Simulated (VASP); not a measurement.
## Nb: single point with r2SCAN

Nb:

```
Nb
1.0
     0.00000    2.10642    2.10642
     2.10642    0.00000    2.10642
     2.10642    2.10642    0.00000
Nb
1
Direct
  0.00000 0.00000 0.00000
```

| Item | Value |
| --- | --- |
| Program | VASP 6.6.1 |
| Task | single point |
| Functional | r2SCAN |
| Potentials or basis | VASP PAW PBE potentials, release 64 (Nb_sv) |
| Cutoff | 520 eV |
| k mesh | 18 × 18 × 18 |
| Occupations | gaussian, width 0.1 eV |
| Spin | no spin polarisation |
| Dipole correction | no |
| Further INCAR settings | ALGO = Normal; EDIFF = 1e-07; NBANDS = 12 |

```
Pressure : -0.2 GPa
```

Levels at points of the mesh, in eV from the Fermi level:
```csv
k point,band 3,band 4,band 5,band 6,band 7,band 8,band 9,band 10
"(0.00, 0.00, 0.00)",-31.26,-31.26,-6.62,0.13,0.13,0.13,2.97,2.97
"(0.50, 0.00, 0.00)",-31.42,-31.42,-4.07,-0.01,-0.01,1.27,4.93,4.93
"(0.50, 0.50, 0.00)",-31.71,-31.71,-4.26,-3.55,3.66,4.98,5.45,5.45
```

Wall time 59 s on 1 thread of Intel(R) Xeon(R) 6975P-C (Granite Rapids), with other jobs on the host, peak memory 0.17 GiB.

Caveat: the PAW data sets were made with another functional, which shifts forces and pressure a little.
